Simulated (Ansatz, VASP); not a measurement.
**WSe2 in VASP and in Ansatz**

File INCAR:

```
SYSTEM = WSe2
ALGO = Normal
EDIFF = 1E-6
ENCUT = 520
GGA = PE
ISIF = 2
ISMEAR = 0
ISPIN = 2
LASPH = .True.
LCHARG = .True.
LDAU = .True.
LDAUJ = 0 0
LDAUL = 2 -1
LDAUPRINT = 1
LDAUTYPE = 2
LDAUU = 1 0
LELF = .True.
LMAXMIX = 4
LORBIT = 11
LREAL = .False.
LVHAR = .True.
LWAVE = .False.
MAGMOM = 2 2 0 0 0 0
NBANDS = 39
NELM = 150
PREC = Accurate
SIGMA = 0.05
```

KPOINTS

```
k-points
0
Gamma
  7 7 2
  0 0 0
```

POSCAR

```
WSe2
1.0
    3.2899988200      0.0000000000      0.0000000000
   -1.6449994100      2.8492225500      0.0000000000
    0.0000000000      0.0000000000     12.9700014400
W Se
2 4
Direct
    0.3333333333      0.6666666667      0.2500000000
    0.6666666667      0.3333333333      0.7500000000
    0.3333333333      0.6666666667      0.6210000000
    0.6666666667      0.3333333333      0.1210000000
    0.3333333333      0.6666666667      0.8790000000
    0.6666666667      0.3333333333      0.3790000000
```

Input for Ansatz:

```yaml
crystal:
  lattice:
    - [3.28999882, 0.0, 0.0]
    - [-1.64499941, 2.84922255, 0.0]
    - [0.0, 0.0, 12.97000144]
  atoms:
    - { symbol: W, position: [0.3333333333, 0.6666666667, 0.25], spin: 2.0 }
    - { symbol: W, position: [0.6666666667, 0.3333333333, 0.75], spin: 2.0 }
    - { symbol: Se, position: [0.3333333333, 0.6666666667, 0.621] }
    - { symbol: Se, position: [0.6666666667, 0.3333333333, 0.121] }
    - { symbol: Se, position: [0.3333333333, 0.6666666667, 0.879] }
    - { symbol: Se, position: [0.6666666667, 0.3333333333, 0.379] }
basis:
  ecutwfc: 420
  ecutrho_ratio: 4
kpoints:
  mp_grid: { grid: [7, 7, 2] }
hamiltonian:
  xc: pbe
  hubbard:
    sites: [{ site: 0, l: d, u_eff: 1.0 }, { site: 1, l: d, u_eff: 1.0 }]
scf:
  occupations: { method: gaussian, width: 0.05 }
  lower_state_search: "off"
  max_iter: 150
output:
  forces: true
  stress: true
  eigenvalues: true
  populations: true
  hubbard: { sites: [{ site: 0, l: d }, { site: 1, l: d }] }
magnetization:
  spin_polarized: true
```

Alike in both runs: task single point; functional PBE; k mesh 7 × 7 × 2; occupations gaussian, width 0.05 eV; collinear spin; Hubbard terms W d U = 1.0 eV.

```csv
,VASP,Ansatz
version,VASP 6.6.1,Ansatz 0.2.0
potentials or method,"VASP PAW PBE potentials, release 64 (W_sv, Se), cutoff 520 eV","scalar-relativistic, plane waves, PAW"
valence electrons in the cell,52,92
```

VASP gave:

```
gap on the k mesh at the Fermi level (eV)                     : 1.10
least direct gap on the mesh (eV)                             : 1.97
pressure (GPa)                                                : 4.7
traceless stress, the component that is largest in VASP (GPa) : 0.82
rms of the force components (eV/Å)                            : 0.140
net moment per atom (μB)                                      : 0.00
```

Q: Which values does Ansatz return?

A: gap on the k mesh at the Fermi level (eV): 1.13; least direct gap on the mesh (eV): 1.95; pressure (GPa): 3.7; traceless stress, the component that is largest in VASP (GPa): 0.62; rms of the force components (eV/Å): 0.079; net moment per atom (μB): 0.00.

The programs project onto different local orbitals, so the same U acts differently, and such runs can settle in different states. Atom by atom the forces differ by 0.061 eV/Å (rms over components). VASP's potentials hold 52 valence electrons a cell and Ansatz's 92, so a difference there can come from the potentials and not from the codes. Ansatz's warnings: seeded moment not kept.

Spin-orbit coupling is off throughout.
